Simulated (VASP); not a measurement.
Nb3WC4: single point with PBE

Crystal: Nb3WC4.

```
CELL_PARAMETERS angstrom
5.14380 0.00000 0.00000
-2.57190 4.45466 0.00000
0.00000 0.00000 4.30519
ATOMIC_POSITIONS crystal
Nb 0.50000 0.00000 0.50000
Nb 0.00000 0.50000 0.50000
Nb 0.50000 0.50000 0.50000
W 0.00000 0.00000 0.00000
C 0.00000 0.00000 0.50000
C 0.50000 0.00000 0.00000
C 0.00000 0.50000 0.00000
C 0.50000 0.50000 0.00000
```

The cell was built from a structure type or drawn by symmetry, and may not be a known phase.

```
Program             : VASP 6.6.1
Task                : single point
Functional          : PBE
Potentials or basis : VASP PAW PBE potentials, release 64 (Nb_sv, W_sv, C)
Cutoff              : 600 eV
k mesh              : 3 × 3 × 4
Occupations         : gaussian, width 0.2 eV
Spin                : no spin polarisation
```

- Pressure: -0.2 GPa
- Band gap on the k mesh: zero (an odd number of electrons rules out a gap without spin polarisation)

Stress tensor (GPa, compression positive):
```
-0.42  0.00  0.00
 0.00 -0.42  0.00
 0.00  0.00  0.15
```

Levels at points of the mesh, in eV from the Fermi level:
| k point | band 32 | band 33 | band 34 | band 35 | band 36 | band 37 |
| --- | --- | --- | --- | --- | --- | --- |
| (0.00, 0.00, 0.00) | -1.52 | -0.96 | -0.73 | 0.02 | 0.02 | 0.15 |
| (0.00, 0.00, 0.50) | -2.87 | 0.07 | 0.29 | 0.29 | 0.98 | 1.31 |

It took 2.9 min on 1 thread of AMD EPYC 7R13 (shared host), peak memory 0.23 GiB.

Caveat: the k points lie up to 0.47 Å⁻¹ apart, too coarse for converged energies and pressures of a metal; spin-orbit coupling is left out, which moves the levels of the heavy elements.
